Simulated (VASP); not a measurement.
# HfBiO (P4/mmm) in VASP: notebook, part 2 of 3

VASP 6.6.1.

## 3. Single point, PBE

This run uses another cell than the first one, of 20.16 Å³/atom, 1.016 times its volume.

INCAR

```
SYSTEM = HfBiO
PREC = Accurate ; ENCUT = 520
EDIFF = 1E-7 ; ISMEAR = 0
SIGMA = 0.1 ; LREAL = .False.
LASPH = .True. ; NELM = 100
ALGO = Normal ; ISIF = 2
LWAVE = .False. ; LCHARG = .False.
GGA = PE ; NBANDS = 22
```

KPOINTS

```
regular mesh
0
Gamma
  6 6 4
  0 0 0
```

POSCAR

```
HfBiO
1.0
    3.1057485715      0.0000000000      0.0000000000
    0.0000000000      3.1057485715      0.0000000000
    0.0000000000      0.0000000000      6.2693807273
Hf Bi O
1 1 1
Direct
    0.5000000000      0.5000000000      0.0000000000
    0.5000000000      0.5000000000      0.5000000000
    0.0000000000      0.0000000000      0.0000000000
```

Potentials or basis: VASP PAW PBE potentials, release 64 (Hf_pv, Bi_d, O).

Launch:

```sh
> cat potpaw_PBE.64/Hf_pv/POTCAR potpaw_PBE.64/Bi_d/POTCAR potpaw_PBE.64/O/POTCAR > POTCAR
> mpirun -np 1 vasp_std > vasp.out
```

OUTCAR:

```text
SYSTEM = HfBiO
   PREC = Accurate
   ENCUT = 520
   EDIFF = 1E-7
   ISMEAR = 0
   LREAL = .False.
   LASPH = .True.
   NELM = 100
   ISIF = 2
   GGA = PE

 ion  position               nearest neighbor table
   1  0.500  0.500  0.000-   3 2.20   3 2.20   3 2.20   3 2.20   2 3.13   2 3.13
   2  0.500  0.500  0.500-   1 3.13   1 3.13
   3  0.000  0.000  0.000-   1 2.20   1 2.20   1 2.20   1 2.20

  LATTYP: Found a simple tetragonal cell.
 ALAT       =     3.1057485715
 C/A-ratio  =     2.0186375629

  Lattice vectors:

 A1 = (   3.1057485715,   0.0000000000,   0.0000000000)
 A2 = (   0.0000000000,   3.1057485715,   0.0000000000)
 A3 = (   0.0000000000,   0.0000000000,   6.2693807273)

Analysis of symmetry for initial positions (statically):
=====================================================================
 Subroutine PRICEL returns:
 Original cell was already a primitive cell.

 Routine SETGRP: Setting up the symmetry group for a
 simple tetragonal supercell.

 Subroutine GETGRP returns: Found 16 space group operations
 (whereof 16 operations were pure point group operations)
 out of a pool of 16 trial point group operations.

The static configuration has the point symmetry D_4h.

Analysis of symmetry for dynamics (positions and initial velocities):
=====================================================================
 Subroutine PRICEL returns:
 Original cell was already a primitive cell.

 Routine SETGRP: Setting up the symmetry group for a
 simple tetragonal supercell.

 Subroutine GETGRP returns: Found 16 space group operations
 (whereof 16 operations were pure point group operations)
 out of a pool of 16 trial point group operations.

The dynamic configuration has the point symmetry D_4h.

 Subroutine INISYM returns: Found 16 space group operations
 (whereof 16 operations are pure point group operations),
 and found     1 'primitive' translations

----------------------------------------------------------------------------------------

                                     Primitive cell

  volume of cell :      60.4724

  direct lattice vectors                    reciprocal lattice vectors
     3.105748571  0.000000000  0.000000000     0.321983566  0.000000000  0.000000000
     0.000000000  3.105748571  0.000000000     0.000000000  0.321983566  0.000000000
     0.000000000  0.000000000  6.269380727     0.000000000  0.000000000  0.159505387

  length of vectors
     3.105748571  3.105748571  6.269380727     0.321983566  0.321983566  0.159505387

  position of ions in fractional coordinates (direct lattice)
     0.500000000  0.500000000  0.000000000
     0.500000000  0.500000000  0.500000000
     0.000000000  0.000000000  0.000000000

  ion indices of the primitive-cell ions
   primitive index   ion index
                 1           1
                 2           2
                 3           3

----------------------------------------------------------------------------------------

 KPOINTS: regular mesh

Automatic generation of k-mesh.
 Grid dimensions read from file:
 generate k-points for:    6    6    4

 Generating k-lattice:

  Cartesian coordinates                     Fractional coordinates (reciprocal lattice)
     0.053663928  0.000000000  0.000000000     0.166666667  0.000000000  0.000000000
     0.000000000  0.053663928  0.000000000     0.000000000  0.166666667  0.000000000
     0.000000000  0.000000000  0.039876347     0.000000000  0.000000000  0.250000000

  Length of vectors
     0.053663928  0.053663928  0.039876347

  Shift w.r.t. Gamma in fractional coordinates (k-lattice)
     0.000000000  0.000000000  0.000000000

 Subroutine IBZKPT returns following result:
 ===========================================

 Found     30 irreducible k-points:

 Following reciprocal coordinates:
            Coordinates               Weight
  0.000000  0.000000  0.000000      1.000000
  0.166667  0.000000  0.000000      4.000000
  0.333333  0.000000  0.000000      4.000000
  0.500000  0.000000  0.000000      2.000000
  0.166667  0.166667  0.000000      4.000000
  0.333333  0.166667  0.000000      8.000000
[... 16 lines left out ...]
  0.333333  0.000000  0.500000      4.000000
  0.500000  0.000000  0.500000      2.000000
 [... further k-points ...]
   k-points           NKPTS =     30   k-points in BZ     NKDIM =     30   number of bands    NBANDS=     22
   number of dos      NEDOS =    301   number of ions     NIONS =      3
   total plane-waves  NPLWV =  27648
   dimension x,y,z NGX =    24 NGY =   24 NGZ =   48
   dimension x,y,z NGXF=    48 NGYF=   48 NGZF=   96
   ions per type =               1   1   1
   NGX,Y,Z   is equivalent  to a cutoff of  12.85, 12.85, 12.73 a.u.
   NGXF,Y,Z  is equivalent  to a cutoff of  25.69, 25.69, 25.46 a.u.
 SYSTEM =  HfBiO
   PREC   = accura    normal or accurate (medium, high low for compatibility)
   ISTART =      0    job   : 0-new  1-cont  2-samecut
   ICHARG =      2    charge: 1-file 2-atom 10-const
   ISPIN  =      1    spin polarized calculation?
   LNONCOLLINEAR =      F non collinear calculations
   LSORBIT =      F    spin-orbit coupling
   LASPH  =      T    aspherical Exc in radial PAW
   ENCUT  =  520.0 eV  38.22 Ry    6.18 a.u.   5.77  5.77 11.66*2*pi/ulx,y,z
   NELM   =    100;   NELMIN=  2; NELMDL= -5     # of ELM steps
   EDIFF  = 0.1E-06   stopping-criterion for ELM
   LREAL  =      F    real-space projection
   EDIFFG = 0.1E-05   stopping-criterion for IOM
   NSW    =      0    number of steps for IOM
   IBRION =     -1    ionic relax: 0-MD 1-quasi-New 2-CG
   NFREE  =      0    steps in history (QN), initial steepest desc. (CG)
   ISIF   =      2    stress and relaxation
   ISYM   =      2    0-nonsym 1-usesym 2-fastsym
   POTIM  = 0.5000    time-step for ionic-motion
   TEBEG  =    0.0;   TEEND  =   0.0 temperature during run
   PSTRESS=    0.0 pullay stress
   NELECT =      31.0000    total number of electrons
   NUPDOWN=      -1.0000    fix difference up-down
   EMIN   =  10.00;   EMAX   =-10.00  energy-range for DOS
   EFERMI =   0.00;   METHOD = LEGACY
   ISMEAR =     0;   SIGMA  =   0.10  broadening in eV -4-tet -1-fermi 0-gaus
   EFERMI_NEDOS =   21; number of points for ismear=-14 and -15
   IALGO  =     38    algorithm
   IMIX   =      4    mixing-type and parameters
     AMIX     =   0.40;   BMIX     =  1.00
     AMIX_MAG =   1.60;   BMIX_MAG =  1.00
  volume/ion in A,a.u.               =      20.16       136.03
  Fermi-wavevector in a.u.,A,eV,Ry     =   1.310216  2.475950 23.356668  1.716667
  Thomas-Fermi vector in A             =   2.440762
   LORBIT       =      0    0 simple, 1 ext, 2 COOP (PROOUT), +10 PAW based schemes
   GGA     = PE    functional components
   LHFCALC =     F    Hartree Fock is set to
   AEXX    =    0.0000 exact exchange contribution
   IVDW    =     0    specifies the selected vdW correction
   LEPSILON=     F    determine dielectric tensor
   LRPA    =     F    only Hartree local field effects (RPA)
 non-spin polarized calculation
 Gauss-broadening in eV      SIGMA  =   0.10
  energy-cutoff  :      520.00
  volume of cell :       60.47
 maximum number of plane-waves:      1648
 NGX is ok and might be reduce to    24
   NGX = 11   NGY = 11   NGZ = 23

 number of electron      30.9999994 magnetization

 Free energy of the ion-electron system (eV)
  ---------------------------------------------------
  ext. energy  EPLUGINS =         0.00000000
  ---------------------------------------------------
  free energy    TOTEN  =       -23.41633241 eV

  energy without entropy =      -23.41174245  energy(sigma->0) =      -23.41403743

 E-fermi :   7.3465     XC(G=0): -10.6963

 val. band max:        7.3406760698   @ k =   0.1667   0.1667   0.5000
 cond. band min:       7.3943697070   @ k =   0.3333   0.3333   0.2500
 fundamental gap:      0.0536936371
 Fermi energy:         7.3465085111

 k-point     1 :       0.0000    0.0000    0.0000
  band No.  band energies     occupation
      1     -25.0027      2.00000
      2     -24.7324      2.00000
      3     -24.7324      2.00000
      4     -16.3220      2.00000
      5     -16.0020      2.00000
      6     -15.8295      2.00000
[... 14 lines left out ...]
     21      11.3505      0.00000
     22      11.3505      0.00000
[... 552 lines left out ...]
  band No.  band energies     occupation
      1     -25.4420      2.00000
      2     -24.9471      2.00000
      3     -24.6467      2.00000
      4     -16.1370      2.00000
      5     -15.9587      2.00000
      6     -15.9432      2.00000
[... 14 lines left out ...]
     21      12.6442      0.00000
     22      14.3307      0.00000

 [... further k-points ...]
[... 5 lines left out ...]
  --------------------------------------------------------------------------------------
  -------------------------------------------------------------------------------------
  Total       -0.5128036     -0.5128036     -0.0218717      0.0000000      0.0000000     -0.0000000
  in kB      -13.5863993    -13.5863993     -0.5794768      0.0000000      0.0000000     -0.0000000
  external PRESSURE =      -9.2507584 kB  Pullay stress =       0.0000000 kB

 VOLUME and BASIS-vectors are now :
 -----------------------------------------------------------------------------
  energy-cutoff  :      520.00
  volume of cell :       60.47
      direct lattice vectors                 reciprocal lattice vectors
     3.105748571  0.000000000  0.000000000     0.321983566  0.000000000  0.000000000
     0.000000000  3.105748571  0.000000000     0.000000000  0.321983566  0.000000000
     0.000000000  0.000000000  6.269380727     0.000000000  0.000000000  0.159505387

 POSITION                                       TOTAL-FORCE (eV/Angst)
 -----------------------------------------------------------------------------------
      1.55287      1.55287      0.00000         0.000000      0.000000      0.000000
      1.55287      1.55287      3.13469         0.000000      0.000000      0.000000
      0.00000      0.00000      0.00000         0.000000      0.000000      0.000000
 -----------------------------------------------------------------------------------
    total drift:                                0.000000     -0.000000     -0.000000

  FREE ENERGIE OF THE ION-ELECTRON SYSTEM (eV)
  ---------------------------------------------------
  free  energy   TOTEN  =       -23.4163324064 eV

  energy  without entropy=      -23.4117424538  energy(sigma->0) =      -23.41403743
```

OSZICAR:

```text
N       E                     dE             d eps       ncg     rms          rms(c)
DAV:   1     0.252876766678E+03    0.25288E+03   -0.16245E+04  1326   0.156E+03
DAV:   2    -0.348863186049E+01   -0.25637E+03   -0.24247E+03  1392   0.422E+02
DAV:   3    -0.253058368118E+02   -0.21817E+02   -0.21220E+02  1648   0.113E+02
DAV:   4    -0.260056508297E+02   -0.69981E+00   -0.68352E+00  1592   0.210E+01
DAV:   5    -0.260304421648E+02   -0.24791E-01   -0.24783E-01  1826   0.387E+00    0.370E+01
DAV:   6    -0.235659493687E+02    0.24645E+01   -0.11772E+01  1410   0.183E+01    0.304E+01
DAV:   7    -0.234497106285E+02    0.11624E+00   -0.10210E+00  1560   0.645E+00    0.171E+01
DAV:   8    -0.234229644661E+02    0.26746E-01   -0.16297E-01  1594   0.304E+00    0.377E+00
DAV:   9    -0.234163570973E+02    0.66074E-02   -0.28452E-02  1518   0.126E+00    0.166E+00
DAV:  10    -0.234163439384E+02    0.13159E-04   -0.18470E-03  1682   0.343E-01    0.168E-01
DAV:  11    -0.234163283249E+02    0.15614E-04   -0.16032E-04  1584   0.820E-02    0.209E-01
DAV:  12    -0.234163338240E+02   -0.54992E-05   -0.40406E-05  1540   0.510E-02    0.275E-02
DAV:  13    -0.234163331147E+02    0.70932E-06   -0.41396E-06  1604   0.168E-02    0.262E-02
DAV:  14    -0.234163323939E+02    0.72079E-06   -0.54406E-07  1536   0.580E-03    0.536E-03
DAV:  15    -0.234163324064E+02   -0.12422E-07   -0.72985E-08   942   0.272E-03
   1 F= -.23416332E+02 E0= -.23414037E+02  d E =-.458995E-02
```

It took 13 s on 1 thread of Intel Xeon 6975P-C (Granite Rapids), shared host; peak memory 0.19 GiB.

Results:

* Free energy: -23.4163 eV
* Pressure: -0.9 GPa

Stress tensor (GPa, compression positive):
```
-1.36  0.00  0.00
 0.00 -1.36  0.00
 0.00  0.00 -0.06
```

Caveat: spin-orbit coupling is left out, which moves the levels of the heavy elements; an odd number of electrons without spin polarisation forces a metal; a magnetic or distorted state may lie lower.

## 4. Relaxation of cell and atoms, PBE

This run uses another cell than the first one, of 18.33 Å³/atom, 0.924 times its volume.

INCAR

```
SYSTEM = HfBiO
PREC = Accurate ; ENCUT = 600
EDIFF = 1E-7 ; ISMEAR = 0
SIGMA = 0.1 ; LREAL = .False.
LASPH = .True. ; NELM = 60
ALGO = Normal ; ISIF = 3
LWAVE = .False. ; LCHARG = .False.
GGA = PE ; IBRION = 2
NSW = 90 ; EDIFFG = -0.04
```

KPOINTS

```
regular mesh
0
Gamma
  4 4 4
  0 0 0
```

POSCAR

```
HfBiO
1.0
    3.7797451600      0.0000000000      0.0000000000
    0.0000000000      3.7797451600      0.0000000000
    0.0000000000      0.0000000000      3.8498301300
Hf Bi O
1 1 1
Direct
    0.5000000000      0.5000000000      0.0000000000
    0.5000000000      0.5000000000      0.5000000000
    0.0000000000      0.0000000000      0.0000000000
```

Launch:

```sh
> cat potpaw_PBE.64/Hf_pv/POTCAR potpaw_PBE.64/Bi_d/POTCAR potpaw_PBE.64/O/POTCAR > POTCAR
> mpirun -np 1 vasp_std > vasp.out
```

Wall time 1.9 min (1 thread of Intel Xeon 6975P-C (Granite Rapids), shared host); peak memory 0.2 GiB.

It converged, with:

```
Free energy                            : -22.6231 eV
Relaxed volume                         : 19.09 Å³/atom
Relaxed cell                           : a = 3.145 Å, b = 3.145 Å, c = 5.790 Å, α = 90.00°, β = 90.00°, γ = 90.00°
Space group after relaxing (to 0.05 Å) : P4/mmm (No. 123)
Energy gained by relaxing              : 7597.9 meV/atom
Ionic steps                            : 11
Pressure after relaxing                : 0.2 GPa
```

Stress tensor (GPa, compression positive):
```
0.11 0.00 0.00
0.00 0.11 0.00
0.00 0.00 0.28
```

Step by step:
| step | energy change (eV) | largest force (eV/Å) | pressure (GPa) | volume (Å³) |
| --- | --- | --- | --- | --- |
| 1 | 0.0000 | 0.0000 | 112.60 | 55.00 |
| 2 | 31.9006 | 0.0000 | -104.92 | 127.69 |
| 3 | -15.1710 | 0.0000 | -37.13 | 98.75 |
| 4 | -18.6244 | 0.0000 | -28.31 | 90.06 |
| 5 | -20.3729 | 0.0000 | -22.80 | 81.64 |
| 6 | -19.0655 | 0.0000 | 1.70 | 68.95 |
| 7 | -20.6770 | 0.0000 | -19.19 | 78.18 |
| 8 | -20.6921 | 0.0000 | -16.91 | 76.57 |
| 9 | -20.6973 | 0.0000 | -17.53 | 76.97 |
| 10 | -22.7146 | 0.0000 | 7.33 | 54.65 |
| 11 | -22.7938 | 0.0000 | 0.17 | 57.28 |

Final structure:
```
CELL_PARAMETERS angstrom
3.14525 0.00000 0.00000
0.00000 3.14525 0.00000
0.00000 0.00000 5.79025
ATOMIC_POSITIONS crystal
Hf 0.50000 0.50000 0.00000
Bi 0.50000 0.50000 0.50000
O 0.00000 0.00000 0.00000
```

Levels at points of the mesh, in eV from the Fermi level:
| k point | band 11 | band 12 | band 13 | band 14 | band 15 | band 16 | band 17 | band 18 | band 19 |
| --- | --- | --- | --- | --- | --- | --- | --- | --- | --- |
| (0.00, 0.00, 0.00) | -5.98 | -5.03 | -5.03 | -2.24 | -1.77 | 0.74 | 2.12 | 2.24 | 2.24 |
| (0.50, 0.00, 0.00) | -8.28 | -7.02 | -5.92 | -4.56 | -1.39 | 1.52 | 1.94 | 2.76 | 2.96 |
| (0.50, 0.50, 0.00) | -5.86 | -5.86 | -4.64 | -2.40 | -2.40 | -0.79 | -0.79 | 0.99 | 3.43 |
| (0.00, 0.00, 0.50) | -5.19 | -5.02 | -5.02 | -4.97 | -2.25 | 1.61 | 1.61 | 2.06 | 3.19 |
| (0.50, 0.00, 0.50) | -8.49 | -7.02 | -6.58 | -3.46 | -3.44 | 2.19 | 2.36 | 2.87 | 3.01 |
| (0.50, 0.50, 0.50) | -5.80 | -5.80 | -4.68 | -3.29 | -3.29 | -2.22 | 0.94 | 0.94 | 4.18 |

Caveat: the k points lie up to 0.50 Å⁻¹ apart in the final cell; spin-orbit coupling is left out, which moves the levels of the heavy elements; an odd number of electrons without spin polarisation forces a metal; a magnetic or distorted state may lie lower.

[end of part 2 of 3]
